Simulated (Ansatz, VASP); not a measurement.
## HfO3: VASP beside Ansatz

```xyz
8
Lattice="4.5163 0.0000 0.0000 -2.2581 3.9112 0.0000 0.0000 0.0000 4.2183" Properties=species:S:1:pos:R:3 pbc="T T T"
Hf    0.0000    2.6075    1.0546
Hf    2.2581    1.3037    3.1637
O     2.2581    2.5356    1.0546
O    -1.0668    3.2234    3.1637
O     1.1913    0.6878    1.0546
O     0.0000    1.3756    3.1637
O     3.3250    0.6878    1.0546
O     1.0668    3.2234    3.1637
```

Alike in both runs: functional PBE; k mesh 6 × 6 × 4; occupations gaussian, width 0.1 eV; no spin polarisation.

Ansatz relaxed the structure, and its values are those at the end. VASP's run is a single point on that final structure, the one shown.

```csv
,VASP,Ansatz
version,VASP 6.6.1,Ansatz 0.2.0
potentials or method,"VASP PAW PBE potentials, release 64 (Hf_pv, O), cutoff 520 eV","scalar-relativistic, plane waves, PAW"
valence electrons in the cell,56,88
```

```tsv
	VASP	Ansatz	Ansatz less VASP
gap on the k mesh at the Fermi level (eV)	none	none	-
pressure (GPa)	-3.3	0.0	+3.38
rms of the force components (eV/Å)	0.019	0.003	-0.0159
```

A gap of «none» marks a metal or a gap that the smearing closes. With one functional, cell and mesh, what is left measures potentials, basis and numerics. VASP's potentials hold 56 valence electrons a cell and Ansatz's 88, so a difference there can come from the potentials and not from the codes.

The k mesh is coarse, so the values compare programs but aren't converged. Neither program's run includes spin-orbit coupling.
